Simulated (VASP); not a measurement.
# Pd (Fd-3m) in VASP: notebook

Pd is run at these levels: LDA; tasks: single point.

All numbers are computed with VASP 6.6.1; they aren't measurements. Logs are shortened: lines on timing, memory, paths and dates and some standing lists are left out, and cuts for length are marked.

**1. The cell of the first run**

It takes space group Fd-3m (No. 227, cubic). The conventional cell has a = 5.689 Å, b = 5.689 Å, c = 5.689 Å, α = 90.00°, β = 90.00°, γ = 90.00°. Within 3.3 Å of Pd (site symmetry -43m) lie 4 Pd at 2.46 Å.

This isn't the form of Pd at room conditions, which is fcc.

**2. Single point, LDA, collinear spin (23.01 Å³/atom)**

INCAR

```
PREC = Accurate ; ENCUT = 520
EDIFF = 1E-7 ; ISMEAR = -1
SIGMA = 0.05 ; LREAL = False
LASPH = True ; NELM = 150
ALGO = Normal ; ISIF = 2
LWAVE = False ; LCHARG = False
ISPIN = 2 ; MAGMOM = 0.422 0.422
LORBIT = 11 ; LMAXMIX = 4
GGA = CA ; NBANDS = 21
```

KPOINTS

```
Automatic mesh
0
Gamma
  11 11 11
```

POSCAR

```
Pd
1.0
    0.0000000000      2.8442870105      2.8442870105
    2.8442870105      0.0000000000      2.8442870105
    2.8442870105      2.8442870105      0.0000000000
Pd
2
Direct
    0.1250000000      0.1250000000      0.1250000000
    0.8750000000      0.8750000000      0.8750000000
```

Potentials or basis: VASP PAW LDA potentials, release 64 (Pd).

On the command line:

```console
$ cat potpaw_LDA.64/Pd/POTCAR > POTCAR
$ mpirun -np 1 vasp_std > vasp.out
```

OUTCAR:

```text
PREC = Accurate
   ENCUT = 520
   EDIFF = 1E-7
   ISMEAR = -1
   LREAL = False
   LASPH = True
   NELM = 150
   ISIF = 2
   ISPIN = 2
   LORBIT = 11
   GGA = CA

 ion  position               nearest neighbor table
   1  0.125  0.125  0.125-   2 2.46   2 2.46   2 2.46   2 2.46
   2  0.875  0.875  0.875-   1 2.46   1 2.46   1 2.46   1 2.46

  LATTYP: Found a face centered cubic cell.
 ALAT       =     5.6885740210

  Lattice vectors:

 A1 = (   0.0000000000,   2.8442870105,   2.8442870105)
 A2 = (   2.8442870105,   0.0000000000,   2.8442870105)
 A3 = (   2.8442870105,   2.8442870105,   0.0000000000)

Analysis of symmetry for initial positions (statically):
=====================================================================
 Subroutine PRICEL returns:
 Original cell was already a primitive cell.

 Routine SETGRP: Setting up the symmetry group for a
 face centered cubic supercell.

 Subroutine GETGRP returns: Found 48 space group operations
 (whereof 12 operations were pure point group operations)
 out of a pool of 48 trial point group operations.

The static configuration has the point symmetry D_3d.
 The point group associated with its full space group is O_h .

Analysis of symmetry for dynamics (positions and initial velocities):
=====================================================================
 Subroutine PRICEL returns:
 Original cell was already a primitive cell.

 Routine SETGRP: Setting up the symmetry group for a
 face centered cubic supercell.

 Subroutine GETGRP returns: Found 48 space group operations
 (whereof 12 operations were pure point group operations)
 out of a pool of 48 trial point group operations.

The dynamic configuration has the point symmetry D_3d.
 The point group associated with its full space group is O_h .

Analysis of structural, dynamic, and magnetic symmetry:
=====================================================================
 Subroutine PRICEL returns:
 Original cell was already a primitive cell.

 Routine SETGRP: Setting up the symmetry group for a
 face centered cubic supercell.

 Subroutine GETGRP returns: Found 48 space group operations
 (whereof 12 operations were pure point group operations)
 out of a pool of 48 trial point group operations.

The overall configuration has the point symmetry D_3d.
 The point group associated with its full space group is O_h .

 Subroutine INISYM returns: Found 48 space group operations
 (whereof 12 operations are pure point group operations),
 and found     1 'primitive' translations

[... 115 lines left out ...]
  volume/ion in A,a.u.               =      23.01       155.28
  Fermi-wavevector in a.u.,A,eV,Ry     =   1.240037  2.343331 20.921576  1.537692
  Thomas-Fermi vector in A             =   2.374495
   LORBIT       =     11    0 simple, 1 ext, 2 COOP (PROOUT), +10 PAW based schemes
   GGA     = CA    functional components
   LHFCALC =     F    Hartree Fock is set to
   AEXX    =    0.0000 exact exchange contribution
   IVDW    =     0    specifies the selected vdW correction
   LEPSILON=     F    determine dielectric tensor
   LRPA    =     F    only Hartree local field effects (RPA)
 spin polarized calculation
  energy-cutoff  :      520.00
  volume of cell :       46.02
 maximum number of plane-waves:      1258
 NGX is ok and might be reduce to    30
   NGX = 15   NGY = 15   NGZ = 15

 number of electron      19.9999996 magnetization       0.8516725

 Free energy of the ion-electron system (eV)
  ---------------------------------------------------
  ext. energy  EPLUGINS =         0.00000000
  ---------------------------------------------------
  free energy    TOTEN  =       -10.18583078 eV

  energy without entropy =      -10.14455545  energy(sigma->0) =      -10.16519312

 E-fermi :   4.2743     XC(G=0): -10.6409

 val. band max:        4.2728090117   @ k =  -0.4545   0.2727   0.0909
 cond. band min:       4.2777467023   @ k =  -0.4545   0.4545   0.0909
 fundamental gap:      0.0049376906
 Fermi energy:         4.2742664544

 spin component 1

 k-point     1 :       0.0000    0.0000    0.0000
  band No.  band energies     occupation
      1      -0.6410      1.00000
      2       0.5328      1.00000
      3       0.5328      1.00000
      4       0.6717      1.00000
      5       0.6717      1.00000
      6       0.6717      1.00000
[... 565 lines left out ...]
     20      20.7153      0.00000
     21      23.1505      0.00000

 [... further k-points ...]

 spin component 2

 k-point     1 :       0.0000    0.0000    0.0000
  band No.  band energies     occupation
      1      -0.5747      1.00000
      2       0.7608      1.00000
      3       0.7608      1.00000
      4       0.9155      1.00000
      5       0.9155      1.00000
      6       0.9155      1.00000
[... 565 lines left out ...]
     20      20.7932      0.00000
     21      23.2300      0.00000

 [... further k-points ...]

------------------------ aborting loop because EDIFF is reached ----------------------------------------

  FORCE on cell =-STRESS in cart. coord.  units (eV):
  Direction    XX          YY          ZZ          XY          YZ          ZX
  --------------------------------------------------------------------------------------
  -------------------------------------------------------------------------------------
  Total       -0.9979697     -0.9979697     -0.9979697     -0.0000000      0.0000000     -0.0000000
  in kB      -34.7438294    -34.7438294    -34.7438294     -0.0000000      0.0000000     -0.0000000
  external PRESSURE =     -34.7438294 kB  Pullay stress =       0.0000000 kB

 VOLUME and BASIS-vectors are now :
 -----------------------------------------------------------------------------
  energy-cutoff  :      520.00
  volume of cell :       46.02
      direct lattice vectors                 reciprocal lattice vectors
     0.000000000  2.844287010  2.844287010    -0.175790980  0.175790980  0.175790980
     2.844287010  0.000000000  2.844287010     0.175790980 -0.175790980  0.175790980
     2.844287010  2.844287010  0.000000000     0.175790980  0.175790980 -0.175790980

 POSITION                                       TOTAL-FORCE (eV/Angst)
 -----------------------------------------------------------------------------------
      0.71107      0.71107      0.71107        -0.000000     -0.000000      0.000000
      4.97750      4.97750      4.97750         0.000000      0.000000     -0.000000
 -----------------------------------------------------------------------------------
    total drift:                               -0.000000      0.000000      0.000000

  FREE ENERGIE OF THE ION-ELECTRON SYSTEM (eV)
  ---------------------------------------------------
  free  energy   TOTEN  =       -10.1858307791 eV

  energy  without entropy=      -10.1445554546  energy(sigma->0) =      -10.16519312

 total charge

# of ion       s       p       d       tot
------------------------------------------
    1        0.523   0.340   8.500   9.363
    2        0.523   0.340   8.500   9.363
--------------------------------------------------
tot          1.045   0.680  17.001  18.726

 magnetization (x)

# of ion       s       p       d       tot
------------------------------------------
    1       -0.003   0.003   0.413   0.413
    2       -0.003   0.003   0.413   0.413
--------------------------------------------------
tot         -0.005   0.005   0.825   0.825
```

OSZICAR:

```text
N       E                     dE             d eps       ncg     rms          rms(c)
DAV:   1     0.105136373204E+03    0.10514E+03   -0.92482E+03  4704   0.855E+02
DAV:   2    -0.800638742439E+01   -0.11314E+03   -0.10434E+03  5234   0.202E+02
DAV:   3    -0.104897348051E+02   -0.24833E+01   -0.24635E+01  5619   0.320E+01
DAV:   4    -0.105137998960E+02   -0.24065E-01   -0.24061E-01  5532   0.302E+00
DAV:   5    -0.105143732109E+02   -0.57331E-03   -0.57331E-03  5635   0.525E-01    0.832E+00
DAV:   6    -0.102234371105E+02    0.29094E+00   -0.10502E+00  5193   0.756E+00    0.483E+00
DAV:   7    -0.101961578568E+02    0.27279E-01   -0.47198E-02  5110   0.162E+00    0.272E+00
DAV:   8    -0.101858215214E+02    0.10336E-01   -0.78041E-03  5787   0.571E-01    0.281E-01
DAV:   9    -0.101858307546E+02   -0.92332E-05   -0.27277E-04  5394   0.103E-01    0.778E-02
DAV:  10    -0.101858328980E+02   -0.21434E-05   -0.34049E-05  5632   0.394E-02    0.283E-02
DAV:  11    -0.101858305490E+02    0.23490E-05   -0.53921E-06  5175   0.136E-02    0.467E-03
DAV:  12    -0.101858307751E+02   -0.22608E-06   -0.23303E-07  5479   0.341E-03    0.162E-03
DAV:  13    -0.101858307791E+02   -0.40213E-08   -0.16034E-08  2873   0.854E-04
   1 F= -.10185831E+02 E0= -.10165193E+02  d E =-.412753E-01  mag=     0.8516
```

stdout:

```text
POSCAR found type information on POSCAR Pd
 POSCAR found :  1 types and       2 ions
 scaLAPACK will be used
 LDA part: xc-table for (Slater(with rela. corr.)+CA(PZ))
 , standard interpolation
 POSCAR, INCAR and KPOINTS ok, starting setup
 FFT: planning ... GRIDC
 FFT: planning ... GRID_SOFT
 FFT: planning ... GRID
 WAVECAR not read
 entering main loop
```

Wall time 99 s (1 thread of AMD EPYC 7R13, shared host); peak memory 0.18 GiB.

What came out:

```yaml
Free_energy: -10.1858 eV
Pressure: -3.5 GPa
Net_moment: 0.85 μB per cell
Site_moments: Pd +0.41 μB
Valence_electrons_inside_the_program's_atomic_spheres: Pd 9.36
```

Levels at points of the mesh, in eV from the Fermi level:
Spin up:
| k point | band 8 | band 9 | band 10 | band 11 | band 12 | band 13 | band 14 | band 15 |
| --- | --- | --- | --- | --- | --- | --- | --- | --- |
| (0.00, 0.00, 0.00) | -1.59 | -1.59 | -0.31 | -0.31 | 11.91 | 11.91 | 11.91 | 12.33 |
Spin down:
| k point | band 7 | band 8 | band 9 | band 10 | band 11 | band 12 | band 13 | band 14 |
| --- | --- | --- | --- | --- | --- | --- | --- | --- |
| (0.00, 0.00, 0.00) | -1.34 | -1.34 | -1.34 | -0.03 | -0.03 | 12.01 | 12.01 | 12.01 |

Caveat: the cell stands under tension.

**3. Single point, LDA, collinear spin (23.90 Å³/atom)**

This run uses another cell than the first one, of 23.90 Å³/atom.

INCAR

```
SYSTEM = Pd
PREC = Accurate
ENCUT = 520
EDIFF = 1E-7
ISMEAR = -1
SIGMA = 0.05
LREAL = .FALSE.
LASPH = .TRUE.
NELM = 150
ALGO = Normal
ISIF = 2
LWAVE = .FALSE.
LCHARG = .TRUE.
ISPIN = 2
MAGMOM = 0.422 0.422
LORBIT = 11
LMAXMIX = 4
LELF = .TRUE.
LVHAR = .TRUE.
NBANDS = 21
```

KPOINTS

```
regular mesh
0
G
  11 11 11
  0 0 0
```

POSCAR

```
Pd
1.0
    0.0000000000      2.8802944660      2.8802944660
    2.8802944660      0.0000000000      2.8802944660
    2.8802944660      2.8802944660      0.0000000000
Pd
2
Direct
    0.1250000000      0.1250000000      0.1250000000
    0.8750000000      0.8750000000      0.8750000000
```

Potentials or basis: VASP PAW LDA potentials, release 64 (Pd).

On the command line:

```console
$ cat potpaw_LDA.64/Pd/POTCAR > POTCAR
$ mpirun -np 1 vasp_std > vasp.out
```

Wall time 95 s (1 thread of AMD EPYC 7R13, shared host); peak memory 0.18 GiB.

The run converged. Its results:

| Quantity | Value |
| --- | --- |
| Free energy | -10.1334 eV |
| Pressure | -6.0 GPa |
| Net moment | 0.85 μB per cell |
| Site moments | Pd +0.41 μB |
| Valence electrons inside the program's atomic spheres | Pd 9.31 |

Levels at points of the mesh, in eV from the Fermi level:
Spin up:
```csv
k point,band 8,band 9,band 10,band 11,band 12,band 13,band 14,band 15
"(0.00, 0.00, 0.00)",-1.52,-1.52,-0.31,-0.31,11.60,11.60,11.60,12.05
```
Spin down:
```tsv
k point	band 8	band 9	band 10	band 11	band 12	band 13
(0.00, 0.00, 0.00)	-1.26	-1.26	-0.04	-0.04	11.70	11.70
```

Caveat: the cell stands under tension.

**4. Single point, LDA, collinear spin (24.78 Å³/atom)**

This run uses another cell than the first one, of 24.78 Å³/atom.

INCAR

```
PREC = Accurate
ENCUT = 520
EDIFF = 1E-6
ISMEAR = -1
SIGMA = 0.05
LREAL = False
LASPH = True
NELM = 150
ALGO = Normal
ISIF = 2
LWAVE = False
LCHARG = False
ISPIN = 2
MAGMOM = 0.422 0.422
LORBIT = 11
LMAXMIX = 4
NBANDS = 21
```

KPOINTS

```
Automatic mesh
0
Gamma
  11 11 11
```

POSCAR

```
Pd
1.0
    0.0000000000      2.9154234704      2.9154234704
    2.9154234704      0.0000000000      2.9154234704
    2.9154234704      2.9154234704      0.0000000000
Pd
2
Direct
    0.1250000000      0.1250000000      0.1250000000
    0.8750000000      0.8750000000      0.8750000000
```

On the command line:

```console
$ cat potpaw_LDA.64/Pd/POTCAR > POTCAR
$ mpirun -np 1 vasp_std > vasp.out
```

Wall time 1.8 min (1 thread of AMD EPYC 7R13, shared host); peak memory 0.19 GiB.

It converged, with:

```yaml
Free_energy: -10.0562 eV
Pressure: -8.0 GPa
Net_moment: 0.85 μB per cell
Site_moments: Pd +0.41 μB
Valence_electrons_inside_the_program's_atomic_spheres: Pd 9.26
```

Levels at points of the mesh, in eV from the Fermi level:
Spin up:
| k point | band 7 | band 8 | band 9 | band 10 | band 11 | band 12 | band 13 | band 14 | band 15 | band 16 |
| --- | --- | --- | --- | --- | --- | --- | --- | --- | --- | --- |
| (0.00, 0.00, 0.00) | -1.45 | -1.45 | -1.45 | -0.32 | -0.32 | 11.31 | 11.31 | 11.31 | 11.78 | 11.78 |
Spin down:
```tsv
k point	band 6	band 7	band 8	band 9	band 10	band 11	band 12	band 13	band 14	band 15
(0.00, 0.00, 0.00)	-3.03	-1.19	-1.19	-1.19	-0.04	-0.04	11.41	11.41	11.41	11.88
```

Caveat: the cell stands under tension.

**5. Summary**

| cell | gap on the mesh (eV) | pressure (GPa) | moment (μB) |
| --- | --- | --- | --- |
| a = 4.022 Å, angles 60.0°, 2 atoms | none | -3.5 | 0.85 |
| a = 4.073 Å, angles 60.0°, 2 atoms | none | -6.0 | 0.85 |
| a = 4.123 Å, angles 60.0°, 2 atoms | none | -8.0 | 0.85 |

Alike in all rows: task single point; level LDA; potentials or basis VASP PAW LDA potentials, release 64 (Pd); spin collinear; k mesh 11 × 11 × 11; cutoff (eV) 520; smearing fermi-dirac 0.05 eV.

Caveats: the cell stands under tension.

Total energies depend on the potentials used, so only differences within one code and one set of settings carry meaning.
